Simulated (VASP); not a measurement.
# AgI (F-43m) in VASP: a series of runs

The runs below take AgI through single point, relaxation of cell and atoms, with LDA.

All numbers are computed with VASP 6.6.1; they aren't measurements. Logs are shortened: lines on timing, memory, paths and dates and some standing lists are left out, and cuts for length are marked.

**1. The cell of the first run**

The structure is cubic, space group F-43m (No. 216). The conventional cell has a = 6.185 Å, b = 6.185 Å, c = 6.185 Å, α = 90.00°, β = 90.00°, γ = 90.00°. Within 3.5 Å of Ag (site symmetry -43m) lie 4 I at 2.68 Å. Within 3.5 Å of I (site symmetry -43m) lie 4 Ag at 2.68 Å.

**2. Single point, LDA**

Input file INCAR:

```
ALGO = Normal
EDIFF = 1E-6
ENCUT = 500
GGA_COMPAT = False
ISIF = 2
ISMEAR = 0
LASPH = True
LCHARG = False
LREAL = False
LWAVE = False
NBANDS = 16
NELM = 120
PREC = Accurate
SIGMA = 0.01
```

Input file KPOINTS:

```
k-points
0
Gamma
  6 6 6
```

Input file POSCAR:

```
AgI
1.0
    3.0924285935      3.0924285935      0.0000000000
   -3.0924285935      3.0924285935      0.0000000000
    0.0000000000      3.0924285935      3.0924285935
Ag I
1 1
Direct
    0.0000000000      0.0000000000      0.0000000000
    0.7500000000      0.2500000000      0.5000000000
```

Potentials or basis: VASP PAW LDA potentials, release 64 (Ag, I).

Run with:

```bash
$ cat potpaw_LDA.64/Ag/POTCAR potpaw_LDA.64/I/POTCAR > POTCAR
$ mpirun -np 1 vasp_std > vasp.out
```

OUTCAR:

```text
EDIFF = 1E-6
   ENCUT = 500
   ISIF = 2
   ISMEAR = 0
   LASPH = True
   LREAL = False
   NELM = 120
   PREC = Accurate

 ion  position               nearest neighbor table
   1  0.000  0.000  0.000-   2 2.68   2 2.68   2 2.68   2 2.68
   2  0.750  0.250  0.500-   1 2.68   1 2.68   1 2.68   1 2.68

  LATTYP: Found a face centered cubic cell.
 ALAT       =     6.1848571870

  Lattice vectors:

 A1 = (   0.0000000000,   3.0924285935,   3.0924285935)
 A2 = (   3.0924285935,   0.0000000000,   3.0924285935)
 A3 = (   3.0924285935,   3.0924285935,   0.0000000000)

Analysis of symmetry for initial positions (statically):
=====================================================================
 Subroutine PRICEL returns:
 Original cell was already a primitive cell.

 Routine SETGRP: Setting up the symmetry group for a
 face centered cubic supercell.

 Subroutine GETGRP returns: Found 24 space group operations
 (whereof 24 operations were pure point group operations)
 out of a pool of 48 trial point group operations.

The static configuration has the point symmetry T_d .

Analysis of symmetry for dynamics (positions and initial velocities):
=====================================================================
 Subroutine PRICEL returns:
 Original cell was already a primitive cell.

 Routine SETGRP: Setting up the symmetry group for a
 face centered cubic supercell.

 Subroutine GETGRP returns: Found 24 space group operations
 (whereof 24 operations were pure point group operations)
 out of a pool of 48 trial point group operations.

The dynamic configuration has the point symmetry T_d .

 Subroutine INISYM returns: Found 24 space group operations
 (whereof 24 operations are pure point group operations),
 and found     1 'primitive' translations

----------------------------------------------------------------------------------------

                                     Primitive cell

  volume of cell :      59.1465

  direct lattice vectors                    reciprocal lattice vectors
     3.092428594  3.092428594  0.000000000     0.161685221  0.161685221 -0.161685221
    -3.092428594  3.092428594  0.000000000    -0.161685221  0.161685221 -0.161685221
     0.000000000  3.092428594  3.092428594     0.000000000  0.000000000  0.323370442

  length of vectors
     4.373354458  4.373354458  4.373354458     0.280047017  0.280047017  0.323370442

  position of ions in fractional coordinates (direct lattice)
     0.000000000  0.000000000  0.000000000
     0.750000000  0.250000000  0.500000000

  ion indices of the primitive-cell ions
   primitive index   ion index
                 1           1
                 2           2

----------------------------------------------------------------------------------------

 KPOINTS: k-points

Automatic generation of k-mesh.
 Grid dimensions read from file:
 generate k-points for:    6    6    6

 Generating k-lattice:

  Cartesian coordinates                     Fractional coordinates (reciprocal lattice)
     0.026947537  0.026947537 -0.026947537     0.166666667  0.000000000  0.000000000
    -0.026947537  0.026947537 -0.026947537     0.000000000  0.166666667  0.000000000
     0.000000000  0.000000000  0.053895074     0.000000000  0.000000000  0.166666667

  Length of vectors
     0.046674503  0.046674503  0.053895074

  Shift w.r.t. Gamma in fractional coordinates (k-lattice)
     0.000000000  0.000000000  0.000000000

 Subroutine IBZKPT returns following result:
 ===========================================

 Found     16 irreducible k-points:

 Following reciprocal coordinates:
            Coordinates               Weight
  0.000000  0.000000  0.000000      1.000000
  0.166667  0.000000  0.000000      8.000000
  0.333333  0.000000  0.000000      8.000000
  0.500000  0.000000  0.000000      4.000000
  0.166667  0.166667  0.000000     12.000000
  0.333333  0.166667  0.000000     24.000000
[... 8 lines left out ...]
  0.500000  0.333333  0.166667     24.000000
  0.500000  0.500000  0.166667     12.000000
   k-points           NKPTS =     16   k-points in BZ     NKDIM =     16   number of bands    NBANDS=     16
   number of dos      NEDOS =    301   number of ions     NIONS =      2
   total plane-waves  NPLWV =  32768
   dimension x,y,z NGX =    32 NGY =   32 NGZ =   32
   dimension x,y,z NGXF=    64 NGYF=   64 NGZF=   64
   ions per type =               1   1
   NGX,Y,Z   is equivalent  to a cutoff of  12.16, 12.16, 12.16 a.u.
   NGXF,Y,Z  is equivalent  to a cutoff of  24.33, 24.33, 24.33 a.u.
 SYSTEM =  unknown system
   PREC   = accura    normal or accurate (medium, high low for compatibility)
   ISTART =      0    job   : 0-new  1-cont  2-samecut
   ICHARG =      2    charge: 1-file 2-atom 10-const
   ISPIN  =      1    spin polarized calculation?
   LNONCOLLINEAR =      F non collinear calculations
   LSORBIT =      F    spin-orbit coupling
   LASPH  =      T    aspherical Exc in radial PAW
   ENCUT  =  500.0 eV  36.75 Ry    6.06 a.u.   7.97  7.97  7.97*2*pi/ulx,y,z
   NELM   =    120;   NELMIN=  2; NELMDL= -5     # of ELM steps
   EDIFF  = 0.1E-05   stopping-criterion for ELM
   LREAL  =      F    real-space projection
   EDIFFG = 0.1E-04   stopping-criterion for IOM
   NSW    =      0    number of steps for IOM
   IBRION =     -1    ionic relax: 0-MD 1-quasi-New 2-CG
   NFREE  =      0    steps in history (QN), initial steepest desc. (CG)
   ISIF   =      2    stress and relaxation
   ISYM   =      2    0-nonsym 1-usesym 2-fastsym
   POTIM  = 0.5000    time-step for ionic-motion
   TEBEG  =    0.0;   TEEND  =   0.0 temperature during run
   PSTRESS=    0.0 pullay stress
   NELECT =      18.0000    total number of electrons
   NUPDOWN=      -1.0000    fix difference up-down
   EMIN   =  10.00;   EMAX   =-10.00  energy-range for DOS
   EFERMI =   0.00;   METHOD = LEGACY
   ISMEAR =     0;   SIGMA  =   0.01  broadening in eV -4-tet -1-fermi 0-gaus
   EFERMI_NEDOS =   21; number of points for ismear=-14 and -15
   IALGO  =     38    algorithm
   IMIX   =      4    mixing-type and parameters
     AMIX     =   0.40;   BMIX     =  1.00
     AMIX_MAG =   1.60;   BMIX_MAG =  1.00
  volume/ion in A,a.u.               =      29.57       199.57
  Fermi-wavevector in a.u.,A,eV,Ry     =   1.101174  2.080917 16.498212  1.212584
  Thomas-Fermi vector in A             =   2.237597
   LORBIT       =      0    0 simple, 1 ext, 2 COOP (PROOUT), +10 PAW based schemes
   GGA     = CA    functional components
   LHFCALC =     F    Hartree Fock is set to
   AEXX    =    0.0000 exact exchange contribution
   IVDW    =     0    specifies the selected vdW correction
   LEPSILON=     F    determine dielectric tensor
   LRPA    =     F    only Hartree local field effects (RPA)
 non-spin polarized calculation
 Gauss-broadening in eV      SIGMA  =   0.01
  energy-cutoff  :      500.00
  volume of cell :       59.15
 maximum number of plane-waves:      1524
   NGX = 15   NGY = 15   NGZ = 15

 number of electron      18.0000005 magnetization

 Free energy of the ion-electron system (eV)
  ---------------------------------------------------
  ext. energy  EPLUGINS =         0.00000000
  ---------------------------------------------------
  free energy    TOTEN  =        -6.06532081 eV

  energy without entropy =       -6.06532081  energy(sigma->0) =       -6.06532081

 E-fermi :   4.8030     XC(G=0):  -9.5194

 val. band max:        4.7152623523   @ k =   0.0000   0.0000   0.0000
 cond. band min:       5.8202413604   @ k =   0.0000   0.0000   0.0000
 fundamental gap:      1.1049790081
 Fermi energy:         4.8029962187

 k-point     1 :       0.0000    0.0000    0.0000
  band No.  band energies     occupation
      1      -9.0539      2.00000
      2      -0.5323      2.00000
      3      -0.5323      2.00000
      4      -0.5323      2.00000
      5       0.8466      2.00000
      6       0.8466      2.00000
[... 8 lines left out ...]
     15      14.9286      0.00000
     16      14.9286      0.00000

 k-point     2 :       0.1667    0.0000    0.0000
  band No.  band energies     occupation
      1      -8.9512      2.00000
      2      -0.5929      2.00000
      3      -0.4751      2.00000
      4      -0.4751      2.00000
      5       0.8377      2.00000
      6       0.8377      2.00000
[... 8 lines left out ...]
     15      13.9168      0.00000
     16      14.1015      0.00000

 k-point     3 :       0.3333    0.0000    0.0000
  band No.  band energies     occupation
      1      -8.7332      2.00000
      2      -0.6152      2.00000
      3      -0.3694      2.00000
      4      -0.3694      2.00000
      5       0.8540      2.00000
      6       0.8540      2.00000
[... 8 lines left out ...]
     15      14.3205      0.00000
     16      14.3205      0.00000

 k-point     4 :       0.5000    0.0000    0.0000
  band No.  band energies     occupation
      1      -8.6171      2.00000
      2      -0.5215      2.00000
      3      -0.3238      2.00000
      4      -0.3238      2.00000
      5       0.8863      2.00000
      6       0.8863      2.00000
[... 8 lines left out ...]
     15      15.7009      0.00000
     16      15.7009      0.00000
[... 172 lines left out ...]
 k-point    14 :       0.3333    0.3333    0.1667
  band No.  band energies     occupation
      1      -8.5863      2.00000
      2      -0.6523      2.00000
      3      -0.2644      2.00000
      4      -0.1168      2.00000
      5       0.8222      2.00000
      6       0.8953      2.00000
[... 8 lines left out ...]
     15      16.0252      0.00000
     16      16.6492      0.00000

 k-point    15 :       0.5000    0.3333    0.1667
  band No.  band energies     occupation
      1      -8.5087      2.00000
      2      -0.4673      2.00000
      3      -0.2981      2.00000
      4       0.0218      2.00000
      5       0.7492      2.00000
      6       0.9388      2.00000
[... 8 lines left out ...]
     15      15.7441      0.00000
     16      16.6744      0.00000

 k-point    16 :       0.5000    0.5000    0.1667
  band No.  band energies     occupation
      1      -8.4714      2.00000
      2      -0.6798      2.00000
      3      -0.0691      2.00000
      4       0.0920      2.00000
      5       0.8283      2.00000
      6       1.1629      2.00000
[... 8 lines left out ...]
     15      16.5360      0.00000
     16      16.6538      0.00000

------------------------ aborting loop because EDIFF is reached ----------------------------------------

  FORCE on cell =-STRESS in cart. coord.  units (eV):
  Direction    XX          YY          ZZ          XY          YZ          ZX
  --------------------------------------------------------------------------------------
  -------------------------------------------------------------------------------------
  Total        1.4815310      1.4815310      1.4815310     -0.0000000      0.0000000      0.0000000
  in kB       40.1321380     40.1321380     40.1321380     -0.0000000      0.0000000      0.0000000
  external PRESSURE =      40.1321380 kB  Pullay stress =       0.0000000 kB

 VOLUME and BASIS-vectors are now :
 -----------------------------------------------------------------------------
  energy-cutoff  :      500.00
  volume of cell :       59.15
      direct lattice vectors                 reciprocal lattice vectors
     3.092428594  3.092428594  0.000000000     0.161685221  0.161685221 -0.161685221
    -3.092428594  3.092428594  0.000000000    -0.161685221  0.161685221 -0.161685221
     0.000000000  3.092428594  3.092428594     0.000000000  0.000000000  0.323370442

 POSITION                                       TOTAL-FORCE (eV/Angst)
 -----------------------------------------------------------------------------------
      0.00000      0.00000      0.00000         0.000000      0.000000      0.000000
      1.54621      4.63864      1.54621         0.000000     -0.000000     -0.000000
 -----------------------------------------------------------------------------------
    total drift:                               -0.000001     -0.000000      0.000000

  FREE ENERGIE OF THE ION-ELECTRON SYSTEM (eV)
  ---------------------------------------------------
  free  energy   TOTEN  =        -6.0653208111 eV

  energy  without entropy=       -6.0653208111  energy(sigma->0) =       -6.06532081
```

Run time: 4.2 s. Hardware: 1 thread of Intel Xeon 6975P-C (Granite Rapids), shared host; peak memory 0.15 GiB.

What came out:

* Free energy: -6.0653 eV
* Pressure: 4.0 GPa
* Band gap on the k mesh: 1.10 eV, direct

Caveat: spin-orbit coupling is left out, which moves the levels of the heavy elements.

**3. Single point, LDA**

This run uses another cell than the first one, of 30.64 Å³/atom, 1.036 times its volume.

Input file INCAR:

```
PREC = Accurate
ENCUT = 500
EDIFF = 1E-6
ISMEAR = 0
SIGMA = 0.01
LREAL = F
LASPH = T
NELM = 120
ALGO = Normal
ISIF = 2
LWAVE = F
LCHARG = F
NBANDS = 16
GGA_COMPAT = F
```

Input file KPOINTS:

```
Automatic mesh
0
Gamma
  6 6 6
```

Input file POSCAR:

```
AgI
1.0
    3.1292000273      3.1292000273      0.0000000000
   -3.1292000273      3.1292000273      0.0000000000
    0.0000000000      3.1292000273      3.1292000273
Ag I
1 1
Direct
    0.0000000000      0.0000000000      0.0000000000
    0.7500000000      0.2500000000      0.5000000000
```

Potentials or basis: VASP PAW LDA potentials, release 64 (Ag, I).

Run with:

```bash
$ cat potpaw_LDA.64/Ag/POTCAR potpaw_LDA.64/I/POTCAR > POTCAR
$ mpirun -np 1 vasp_std > vasp.out
```

Wall time 4.1 s (1 thread of Intel Xeon 6975P-C (Granite Rapids), shared host); peak memory 0.16 GiB.

It converged, with:

```
Free energy            : -6.1052 eV
Pressure               : 2.0 GPa
Band gap on the k mesh : 1.10 eV, direct
```

Levels at points of the mesh, in eV from the valence-band top:
```tsv
k point	band 6	band 7	band 8	band 9	band 10	band 11	band 12	band 13
(0.00, 0.00, 0.00)	-3.67	0.00	0.00	0.00	1.10	5.43	5.43	5.43
(0.50, 0.00, 0.00)	-3.63	-3.48	-0.91	-0.91	2.50	5.97	5.97	7.13
(0.50, 0.50, 0.00)	-3.53	-3.12	-2.22	-2.22	3.11	3.63	8.68	9.88
```

Caveat: spin-orbit coupling is left out, which moves the levels of the heavy elements. Expect the measured gap to be larger: semilocal functionals such as LDA lack the derivative discontinuity.

**4. Single point, LDA**

This run uses another cell than the first one, of 31.97 Å³/atom, 1.081 times its volume.

Input file INCAR:

```
ALGO = Normal
EDIFF = 1E-6
ENCUT = 500
GGA = CA
GGA_COMPAT = F
ISIF = 2
ISMEAR = 0
LASPH = T
LCHARG = F
LREAL = F
LWAVE = F
NBANDS = 16
NELM = 120
PREC = Accurate
SIGMA = 0.01
```

Input file KPOINTS:

```
k-points
0
Gamma
  6 6 6
```

Input file POSCAR:

```
AgI
1.0
    3.1739602599      3.1739602599      0.0000000000
   -3.1739602599      3.1739602599      0.0000000000
    0.0000000000      3.1739602599      3.1739602599
Ag I
1 1
Direct
    0.0000000000      0.0000000000      0.0000000000
    0.7500000000      0.2500000000      0.5000000000
```

Run with:

```bash
$ cat potpaw_LDA.64/Ag/POTCAR potpaw_LDA.64/I/POTCAR > POTCAR
$ mpirun -np 1 vasp_std > vasp.out
```

It took 5.8 s on 1 thread of Intel Xeon 6975P-C (Granite Rapids), shared host; peak memory 0.17 GiB.

It converged, with:

- Free energy: -6.1217 eV
- Pressure: 0.0 GPa
- Band gap on the k mesh: 1.09 eV, direct

Levels at points of the mesh, in eV from the valence-band top:
```tsv
k point	band 6	band 7	band 8	band 9	band 10	band 11	band 12	band 13
(0.00, 0.00, 0.00)	-3.45	0.00	0.00	0.00	1.09	5.51	5.51	5.51
(0.50, 0.00, 0.00)	-3.41	-3.27	-0.84	-0.84	2.53	6.03	6.03	7.07
(0.50, 0.50, 0.00)	-3.31	-2.93	-2.05	-2.05	3.22	3.67	8.51	9.72
```

Caveat: spin-orbit coupling is left out, which moves the levels of the heavy elements.

**5. Single point, LDA**

This run uses another cell than the first one, of 33.84 Å³/atom, 1.144 times its volume.

Input file INCAR:

```
SYSTEM = AgI
ALGO = Normal ; EDIFF = 1E-6
ENCUT = 500 ; GGA = CA
GGA_COMPAT = .FALSE. ; ISIF = 2
ISMEAR = 0 ; LASPH = .TRUE.
LCHARG = .FALSE. ; LREAL = .FALSE.
LWAVE = .FALSE. ; NBANDS = 16
NELM = 120 ; PREC = Accurate
SIGMA = 0.01
```

Input file KPOINTS:

```
k-points
0
G
  6 6 6
  0 0 0
```

Input file POSCAR:

```
AgI
1.0
    3.2344670829      3.2344670829      0.0000000000
   -3.2344670829      3.2344670829      0.0000000000
    0.0000000000      3.2344670829      3.2344670829
Ag I
1 1
Direct
    0.0000000000      0.0000000000      0.0000000000
    0.7500000000      0.2500000000      0.5000000000
```

Run with:

```bash
$ cat potpaw_LDA.64/Ag/POTCAR potpaw_LDA.64/I/POTCAR > POTCAR
$ mpirun -np 1 vasp_std > vasp.out
```

Wall time 5.8 s (1 thread of Intel Xeon 6975P-C (Granite Rapids), shared host); peak memory 0.18 GiB.

Results (log left out):

```yaml
Free_energy: -6.0978 eV
Pressure: -2.0 GPa
Band_gap_on_the_k_mesh: 1.09 eV, direct
```

Levels at points of the mesh, in eV from the valence-band top:
```tsv
k point	band 5	band 6	band 7	band 8	band 9	band 10	band 11	band 12	band 13	band 14
(0.00, 0.00, 0.00)	-3.17	-3.17	0.00	0.00	0.00	1.09	5.61	5.61	5.61	8.65
(0.50, 0.00, 0.00)	-3.14	-3.14	-3.03	-0.75	-0.75	2.56	6.10	6.10	6.98	8.95
(0.50, 0.50, 0.00)	-3.09	-3.06	-2.70	-1.85	-1.85	3.38	3.70	8.29	9.51	9.51
```

Caveat: spin-orbit coupling is left out, which moves the levels of the heavy elements. As with any semilocal functional, this LDA gap is likely too small.

[end of part 1 of 2]
